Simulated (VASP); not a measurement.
# BaTiO3 (Amm2) in VASP: settings compared, part 2 of 2

VASP 6.6.1. The steps go on from the part before.

### 4 Relaxation of cell and atoms, LDA

This run uses another cell than the first one, of 12.87 Å³/atom.

File INCAR:

```
ALGO = Normal
EDIFF = 1E-7
EDIFFG = -0.01
ENCUT = 600
GGA_COMPAT = False
IBRION = 2
ISIF = 3
ISMEAR = 0
LASPH = True
LCHARG = False
LREAL = False
LWAVE = False
NELM = 120
NELMIN = 4
NSW = 80
PREC = Accurate
SIGMA = 0.01
```

File KPOINTS:

```
k-points
0
Gamma
  6 6 6
```

File POSCAR:

```
BaTiO3
1.0
    3.9855000000      0.0000000000      0.0000000000
    0.0000000000      2.8369000000     -2.8451500000
    0.0000000000      2.8369000000      2.8451500000
Ba Ti O
1 1 3
Direct
    0.0000000000      0.0000000000      0.0000000000
    0.5000000000      0.4876000000      0.5124000000
    0.0000000000      0.5126000000      0.4874000000
    0.5000000000      0.0081600000      0.5052400000
    0.5000000000      0.4947600000      0.9918400000
```

Potentials or basis: VASP PAW LDA potentials, release 64 (Ba_sv, Ti_sv, O).

Launch:

```console
$ cat potpaw_LDA.64/Ba_sv/POTCAR potpaw_LDA.64/Ti_sv/POTCAR potpaw_LDA.64/O/POTCAR > POTCAR
$ mpirun -np 1 vasp_std > vasp.out
```

OUTCAR:

```text
EDIFF = 1E-7
   EDIFFG = -0.01
   ENCUT = 600
   IBRION = 2
   ISIF = 3
   ISMEAR = 0
   LASPH = True
   LREAL = False
   NELM = 120
   NELMIN = 4
   NSW = 80
   PREC = Accurate

 ion  position               nearest neighbor table
   1  0.000  0.000  0.000-   3 2.77   4 2.81   5 2.81   4 2.81   5 2.81   3 2.84   3 2.84   4 2.84
                             4 2.84   5 2.84   5 2.84   3 2.92   2 3.42   2 3.42   2 3.47   2 3.47
   2  0.500  0.488  0.512-   4 1.93   5 1.93   3 2.00   3 2.00   5 2.09   4 2.09   1 3.42   1 3.42
                             1 3.47   1 3.47   1 3.47   1 3.47   1 3.53   1 3.53
   3  0.000  0.513  0.487-   2 2.00   2 2.00   1 2.77   1 2.84   1 2.84   1 2.92
   4  0.500  0.008  0.505-   2 1.93   2 2.09   1 2.81   1 2.81   1 2.84   1 2.84
   5  0.500  0.495  0.992-   2 1.93   2 2.09   1 2.81   1 2.81   1 2.84   1 2.84

  LATTYP: Found a base centered orthorhombic cell.
 ALAT       =     5.6738000000
 B/A-ratio  =     1.0029081039
 C/A-ratio  =     0.7024392823

  Lattice vectors:

 A1 = (   0.0000000000,   2.8369000000,  -2.8451500000)
 A2 = (   0.0000000000,   2.8369000000,   2.8451500000)
 A3 = (   3.9855000000,   0.0000000000,   0.0000000000)

Analysis of symmetry for initial positions (statically):
=====================================================================
 Subroutine PRICEL returns:
 Original cell was already a primitive cell.

 Routine SETGRP: Setting up the symmetry group for a
 base centered orthorhombic supercell.

 Subroutine GETGRP returns: Found  4 space group operations
 (whereof  4 operations were pure point group operations)
 out of a pool of  8 trial point group operations.

The static configuration has the point symmetry C_2v.

Analysis of symmetry for dynamics (positions and initial velocities):
=====================================================================
 Subroutine PRICEL returns:
 Original cell was already a primitive cell.

 Routine SETGRP: Setting up the symmetry group for a
 base centered orthorhombic supercell.

 Subroutine GETGRP returns: Found  4 space group operations
 (whereof  4 operations were pure point group operations)
 out of a pool of  8 trial point group operations.

The dynamic configuration has the point symmetry C_2v.

 Subroutine INISYM returns: Found  4 space group operations
 (whereof  4 operations are pure point group operations),
 and found     1 'primitive' translations

----------------------------------------------------------------------------------------

                                     Primitive cell

  volume of cell :      64.3372

  direct lattice vectors                    reciprocal lattice vectors
     3.985500000  0.000000000  0.000000000     0.250909547  0.000000000  0.000000000
     0.000000000  2.836900000 -2.845150000     0.000000000  0.176248722 -0.175737659
     0.000000000  2.836900000  2.845150000     0.000000000  0.176248722  0.175737659

  length of vectors
     3.985500000  4.017820321  4.017820321     0.250909547  0.248892219  0.248892219

  position of ions in fractional coordinates (direct lattice)
     0.000000000  0.000000000  0.000000000
     0.500000000  0.487600000  0.512400000
     0.000000000  0.512600000  0.487400000
[... 75 lines left out ...]
   ICHARG =      2    charge: 1-file 2-atom 10-const
   ISPIN  =      1    spin polarized calculation?
   LNONCOLLINEAR =      F non collinear calculations
   LSORBIT =      F    spin-orbit coupling
   LASPH  =      T    aspherical Exc in radial PAW
   ENCUT  =  600.0 eV  44.10 Ry    6.64 a.u.   7.96  8.02  8.02*2*pi/ulx,y,z
   NELM   =    120;   NELMIN=  4; NELMDL= -5     # of ELM steps
   EDIFF  = 0.1E-06   stopping-criterion for ELM
   LREAL  =      F    real-space projection
   EDIFFG = -.1E-01   stopping-criterion for IOM
   NSW    =     80    number of steps for IOM
   IBRION =      2    ionic relax: 0-MD 1-quasi-New 2-CG
   NFREE  =      1    steps in history (QN), initial steepest desc. (CG)
   ISIF   =      3    stress and relaxation
   ISYM   =      2    0-nonsym 1-usesym 2-fastsym
   POTIM  = 0.5000    time-step for ionic-motion
   TEBEG  =    0.0;   TEEND  =   0.0 temperature during run
   PSTRESS=    0.0 pullay stress
   NELECT =      40.0000    total number of electrons
   NUPDOWN=      -1.0000    fix difference up-down
   EMIN   =  10.00;   EMAX   =-10.00  energy-range for DOS
   EFERMI =   0.00;   METHOD = LEGACY
   ISMEAR =     0;   SIGMA  =   0.01  broadening in eV -4-tet -1-fermi 0-gaus
   EFERMI_NEDOS =   21; number of points for ismear=-14 and -15
   IALGO  =     38    algorithm
   IMIX   =      4    mixing-type and parameters
     AMIX     =   0.40;   BMIX     =  1.00
     AMIX_MAG =   1.60;   BMIX_MAG =  1.00
  volume/ion in A,a.u.               =      12.87        86.83
  Fermi-wavevector in a.u.,A,eV,Ry     =   1.397250  2.640420 26.562762  1.952308
  Thomas-Fermi vector in A             =   2.520525
   LORBIT       =      0    0 simple, 1 ext, 2 COOP (PROOUT), +10 PAW based schemes
   GGA     = CA    functional components
   LHFCALC =     F    Hartree Fock is set to
   AEXX    =    0.0000 exact exchange contribution
   IVDW    =     0    specifies the selected vdW correction
   LEPSILON=     F    determine dielectric tensor
   LRPA    =     F    only Hartree local field effects (RPA)
 conjugate gradient relaxation of ions
 non-spin polarized calculation
 Gauss-broadening in eV      SIGMA  =   0.01
  energy-cutoff  :      600.00
  volume of cell :       64.34
 maximum number of plane-waves:      2176
 NGX is ok and might be reduce to    32
   NGX = 15   NGY = 17   NGZ = 17

--------------------------------------- Ionic step        1  -------------------------------------------

 number of electron      39.9999992 magnetization

 Free energy of the ion-electron system (eV)
  ---------------------------------------------------
  ext. energy  EPLUGINS =         0.00000000
  ---------------------------------------------------
  free energy    TOTEN  =       -44.10789867 eV

  energy without entropy =      -44.10789867  energy(sigma->0) =      -44.10789867

------------------------ aborting loop because EDIFF is reached ----------------------------------------

  FORCE on cell =-STRESS in cart. coord.  units (eV):
  Direction    XX          YY          ZZ          XY          YZ          ZX
  --------------------------------------------------------------------------------------
  -------------------------------------------------------------------------------------
  Total       -2.6863892     -2.6145536     -2.8692361      0.0000000      0.0000000      0.0000000
  in kB      -66.8986743    -65.1097638    -71.4520770      0.0000000      0.0000000      0.0000000
  external PRESSURE =     -67.8201717 kB  Pullay stress =       0.0000000 kB
[... 98 lines left out ...]
  FREE ENERGIE OF THE ION-ELECTRON SYSTEM (eV)
  ---------------------------------------------------
  free  energy   TOTEN  =       -44.1650640321 eV

  energy  without entropy=      -44.1650640321  energy(sigma->0) =      -44.16506403

[... ionic steps 4 to 8 ...]

--------------------------------------- Ionic step        9  -------------------------------------------

 number of electron      39.9999992 magnetization

------------------------ aborting loop because EDIFF is reached ----------------------------------------
[... 73 lines left out ...]
--------------------------------------- Ionic step       11  -------------------------------------------

 number of electron      39.9999992 magnetization

 Free energy of the ion-electron system (eV)
  ---------------------------------------------------
  ext. energy  EPLUGINS =         0.00000000
  ---------------------------------------------------
  free energy    TOTEN  =       -44.17690556 eV

  energy without entropy =      -44.17690556  energy(sigma->0) =      -44.17690556

 E-fermi :   3.8917     XC(G=0): -11.9006

 val. band max:        3.7807320786   @ k =   0.5000   0.5000   0.5000
 cond. band min:       5.7080284619   @ k =   0.0000   0.0000   0.0000
 fundamental gap:      1.9272963833
 Fermi energy:         3.8917460378

 k-point     1 :       0.0000    0.0000    0.0000
  band No.  band energies     occupation
      1     -51.8434      2.00000
      2     -28.5079      2.00000
      3     -28.5027      2.00000
      4     -28.4803      2.00000
      5     -20.8223      2.00000
      6     -12.8673      2.00000
[... 637 lines left out ...]
     23       7.8427      0.00000
     24       9.6667      0.00000

 [... further k-points ...]

------------------------ aborting loop because EDIFF is reached ----------------------------------------

  FORCE on cell =-STRESS in cart. coord.  units (eV):
  Direction    XX          YY          ZZ          XY          YZ          ZX
  --------------------------------------------------------------------------------------
  -------------------------------------------------------------------------------------
  Total       -0.0057427      0.0240597      0.0202135      0.0000000      0.0000000      0.0000000
  in kB       -0.1483048      0.6213400      0.5220130      0.0000000      0.0000000      0.0000000
  external PRESSURE =       0.3316827 kB  Pullay stress =       0.0000000 kB
[... 20 lines left out ...]
  FREE ENERGIE OF THE ION-ELECTRON SYSTEM (eV)
  ---------------------------------------------------
  free  energy   TOTEN  =       -44.1769055642 eV

  energy  without entropy=      -44.1769055642  energy(sigma->0) =      -44.17690556

 reached required accuracy - stopping structural energy minimisation
```

It took 3.5 min on 1 thread of AMD EPYC 9R45 (Zen 5), shared host; peak memory 0.22 GiB.

What came out:

- Free energy: -44.1769 eV
- Relaxed volume: 12.41 Å³/atom
- Relaxed cell: a = 3.940 Å, b = 3.968 Å, c = 3.968 Å, α = 90.09°, β = 90.00°, γ = 90.00°
- Space group after relaxing (to 0.1 Å): Amm2 (No. 38)
- Energy gained by relaxing: 13.8 meV/atom
- Ionic steps: 11
- Pressure after relaxing: 0.0 GPa
- Largest force after relaxing: 0.009 eV/Å
- Band gap on the k mesh: 1.93 eV (least direct gap 2.16 eV)

Forces in eV/Å, atoms in the order of the input:
```
Ba   0.000  0.000  0.002
Ti   0.000  0.000  0.009
O    0.000  0.000 -0.005
O    0.000  0.002 -0.003
O    0.000 -0.002 -0.003
```

Step by step:
```tsv
step	energy change (eV)	largest force (eV/Å)	pressure (GPa)	volume (Å³)
1	0.0000	0.2992	-6.78	64.34
2	0.0128	0.3920	9.19	59.40
3	-0.0572	0.2043	0.15	61.92
4	-0.0572	0.2046	0.30	61.87
5	-0.0623	0.1497	0.27	61.88
6	-0.0676	0.0689	0.23	61.89
7	-0.0687	0.0508	-0.28	62.11
8	-0.0687	0.0522	-0.26	62.09
9	-0.0687	0.0213	0.42	61.92
10	-0.0689	0.0239	0.09	62.00
11	-0.0690	0.0089	0.03	62.04
```

Final structure:
```yaml
crystal:
  lattice:
    - [3.93962, 0.00000, 0.00000]
    - [0.00000, 2.80377, -2.80830]
    - [0.00000, 2.80377, 2.80830]
  atoms:
    - { symbol: Ba, position: [0.00000, 0.99572, 0.00428] }
    - { symbol: Ti, position: [0.50000, 0.48540, 0.51460] }
    - { symbol: O, position: [0.00000, 0.50594, 0.49406] }
    - { symbol: O, position: [0.50000, 0.01095, 0.49488] }
    - { symbol: O, position: [0.50000, 0.50512, 0.98905] }
```

Caveat: spin-orbit coupling is left out, which moves the levels of the heavy elements. A k mesh can miss the band edges.

### 5 The runs side by side

| task | level | potentials or basis | cell | gap on the mesh (eV) | pressure (GPa) | relaxed volume (Å³/atom) | largest force (eV/Å) |
| --- | --- | --- | --- | --- | --- | --- | --- |
| single point | PBEsol | VASP PAW PBE potentials, release 64 (Ba_sv, Ti_sv, O) | a = 3.950, b = 4.007, c = 4.007 Å, angles 90.2, 90.0, 90.0°, 5 atoms, atomic positions A | 2.09 | 1.8 | - | 0.05 |
| relaxation of cell and atoms | PBEsol | VASP PAW PBE potentials, release 64 (Ba_sv, Ti_sv, O) | relaxed from a = 3.986, b = 4.018, c = 4.018 Å, angles 90.2, 90.0, 90.0°, 5 atoms, atomic positions B | 2.10 | -0.1 | 12.84 | 0.01 |
| relaxation of cell and atoms | LDA | VASP PAW LDA potentials, release 64 (Ba_sv, Ti_sv, O) | relaxed from a = 3.986, b = 4.018, c = 4.018 Å, angles 90.2, 90.0, 90.0°, 5 atoms, atomic positions B | 1.93 | 0.0 | 12.41 | 0.01 |

Alike in all rows: no spin polarisation; k mesh 6 × 6 × 6; cutoff (eV) 600; smearing gaussian 0.01 eV.

Caveats: spin-orbit coupling is left out, which moves the levels of the heavy elements; the PAW data sets were made with another functional, which shifts forces and pressure a little (at least some runs).

Absolute energies hang on the potentials; compare differences alone.
